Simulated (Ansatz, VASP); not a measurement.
**One calculation of AlN, two programs**

INCAR

```
PREC     = Accurate       # precision mode
ENCUT    = 600            # plane-wave cutoff, eV
EDIFF    = 1E-6           # SCF threshold, eV
ISMEAR   = 0              # smearing method
SIGMA    = 0.05           # smearing width, eV
LREAL    = F              # projectors in reciprocal space
LASPH    = T              # aspherical terms in the spheres
NELM     = 120            # most SCF steps
ALGO     = Normal         # electronic algorithm
ISIF     = 2              # what is computed and relaxed
LWAVE    = F              # write WAVECAR
LCHARG   = F              # write CHGCAR
GGA      = CA             # functional
NBANDS   = 16             # bands
GGA_COMPAT= F
```

KPOINTS

```
Automatic mesh
0
Gamma
  9 9 6
```

File POSCAR:

```
AlN
1.0
    3.2458734270      0.0000000000      0.0000000000
   -1.6229367135      2.8683763727      0.0000000000
    0.0000000000      0.0000000000      4.1875630000
Al N
2 2
Direct
    0.3333333333      0.6666666667      0.7500000000
    0.6666666667      0.3333333333      0.2500000000
    0.3333333333      0.6666666667      0.2500000000
    0.6666666667      0.3333333333      0.7500000000
```

Input for Ansatz:

```yaml
crystal:
  lattice:
    - [3.245873427, 0.0, 0.0]
    - [-1.6229367135, 2.8683763727, 0.0]
    - [0.0, 0.0, 4.187563]
  atoms:
    - { symbol: Al, position: [0.3333333333, 0.6666666667, 0.75] }
    - { symbol: Al, position: [0.6666666667, 0.3333333333, 0.25] }
    - { symbol: "N", position: [0.3333333333, 0.6666666667, 0.25] }
    - { symbol: "N", position: [0.6666666667, 0.3333333333, 0.75] }
basis:
  ecutwfc: 420
kpoints:
  mp_grid: { grid: [9, 9, 6] }
hamiltonian:
  xc: lda
scf:
  occupations: { method: gaussian, width: 0.05 }
output:
  forces: true
  stress: true
  eigenvalues: true
```

Change from the starting cell: strain -0.0200 x Voigt [1, 0, 0, 0, 0, 0], atoms carried along.

Alike in both runs: task single point; functional LDA; k mesh 9 × 9 × 6; occupations gaussian, width 0.05 eV; no spin polarisation.

```csv
,VASP,Ansatz
version,VASP 6.6.1,Ansatz 0.2.0
potentials or method,"VASP PAW LDA potentials, release 64 (Al, N), cutoff 600 eV","scalar-relativistic, plane waves, PAW"
valence electrons in the cell,16,16
```

VASP gave:

| Property | Result |
| --- | --- |
| gap on the k mesh at the Fermi level (eV) | 3.41 |
| least direct gap on the mesh (eV) | 3.41 |
| pressure (GPa) | -3.8 |
| traceless stress, the component that is largest in VASP (GPa) | 4.70 |
| rms of the force components (eV/Å) | 0.147 |

Estimate Ansatz's values.

gap on the k mesh at the Fermi level (eV): 3.40; least direct gap on the mesh (eV): 3.40; pressure (GPa): -4.3; traceless stress, the component that is largest in VASP (GPa): 4.52; rms of the force components (eV/Å): 0.142.

LDA's correlation is that of Perdew and Zunger in VASP and of Perdew and Wang (1992) in Ansatz. Atom by atom the forces differ by 0.005 eV/Å (rms over components).
